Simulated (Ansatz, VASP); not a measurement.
Pd in VASP and in Ansatz

INCAR

```
  PREC = Accurate
  ENCUT = 520
  EDIFF = 1E-7
  ISMEAR = -1
  SIGMA = 0.05
  LREAL = False
  LASPH = True
  NELM = 100
  ALGO = Normal
  ISIF = 2
  LWAVE = False
  LCHARG = False
  GGA = PE
  NBANDS = 11
```

KPOINTS

```
regular mesh
0
Gamma
  20 20 20
```

POSCAR

```
Pd
1.0
    0.0000000000      1.6546346659      1.6546346659
    1.6546346659      0.0000000000      1.6546346659
    1.6546346659      1.6546346659      0.0000000000
Pd
1
Direct
    0.0000000000      0.0000000000      0.0000000000
```

Input for Ansatz:

```yaml
crystal:
  lattice:
    - [0.0, 1.6546346659, 1.6546346659]
    - [1.6546346659, 0.0, 1.6546346659]
    - [1.6546346659, 1.6546346659, 0.0]
  atoms:
    - { symbol: Pd, position: [0.0, 0.0, 0.0] }
kpoints:
  mp_grid: { grid: [20, 20, 20] }
scf:
  occupations: { method: fermi_dirac, width: 0.05 }
hamiltonian:
  xc: pbe
  pseudopotentials: { kind: paw }
output:
  forces: true
  stress: true
  eigenvalues: true
```

Change from the starting cell: volume scaled by 0.591, to set the pressure.

Alike in both runs: task single point; functional PBE; k mesh 20 × 20 × 20; occupations fermi-dirac, width 0.05 eV; no spin polarisation.

```csv
,VASP,Ansatz
version,VASP 6.6.1,Ansatz 0.2.0
potentials or method,"VASP PAW PBE potentials, release 64 (Pd)","PAW with Ansatz's default frozen-core files, scalar-relativistic"
plane-wave cutoff (eV),520,420
valence electrons in the cell,10,18
```

```csv
,VASP,Ansatz,Ansatz less VASP
pressure (GPa),355.2,354.5,-0.71
```

Both programs put the cell under a high pressure, so it lies far from rest at this level. VASP's potentials hold 10 valence electrons a cell and Ansatz's 18, so a difference there can come from the potentials and not from the codes.

Noted on VASP's run: the cell as given lies far from equilibrium.
